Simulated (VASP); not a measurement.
Write the native input for VASP 6.6.1 that does the following.

* Task: single point
* Functional: PBE
* Potentials or basis: VASP PAW PBE potentials, release 64 (Ir)
* Cutoff: 520 eV
* k mesh: 20 × 20 × 20
* Occupations: gaussian, width 0.15 eV
* Spin: no spin polarisation
* Dipole correction: no
* Further INCAR settings: ALGO = Normal; EDIFF = 1e-07; NBANDS = 10

The structure of Ir lies in POSCAR:

```
Ir
1.0
    0.0000000000      1.9351816027      1.7900429825
    1.9351816027      0.0000000000      1.7900429825
    1.9351816027      1.9351816027      0.0000000000
Ir
1
Direct
    0.0000000000      0.0000000000      0.0000000000
```

This cell differs from its parent crystal: engineering shear strain xy +0.0000, normal strain along z -0.0750.

One way to write it, as run:

INCAR

```
SYSTEM = Ir
PREC     = Accurate       ! precision mode
ENCUT    = 520            ! plane-wave cutoff, eV
EDIFF    = 1E-7           ! SCF threshold, eV
ISMEAR   = 0              ! smearing method
SIGMA    = 0.15           ! smearing width, eV
LREAL    = .False.        ! projectors in reciprocal space
LASPH    = .True.         ! aspherical terms in the spheres
NELM     = 60             ! most SCF steps
ALGO     = Normal         ! electronic algorithm
ISIF     = 2              ! what is computed and relaxed
LWAVE    = .False.        ! write WAVECAR
LCHARG   = .False.        ! write CHGCAR
GGA      = PE             ! functional
NBANDS   = 10             ! bands
```

KPOINTS

```
Automatic mesh
0
Gamma
  20 20 20
  0 0 0
```

Potentials or basis: VASP PAW PBE potentials, release 64 (Ir).

Command:

```bash
$ cat potpaw_PBE.64/Ir/POTCAR > POTCAR
$ mpirun -np 1 vasp_std > vasp.out
```

Results of the run:

```
Pressure               : 35.5 GPa
Band gap on the k mesh : zero (an odd number of electrons rules out a gap without spin polarisation)
```

Caveat: the cell differs from its parent crystal (engineering shear strain xy +0.0000, normal strain along z -0.0750); the cell stands under pressure; spin-orbit coupling is left out, which moves the levels of the heavy elements.

It took 98 s on 1 thread of Intel Xeon 8259CL, on a shared host, peak memory 0.21 GiB.
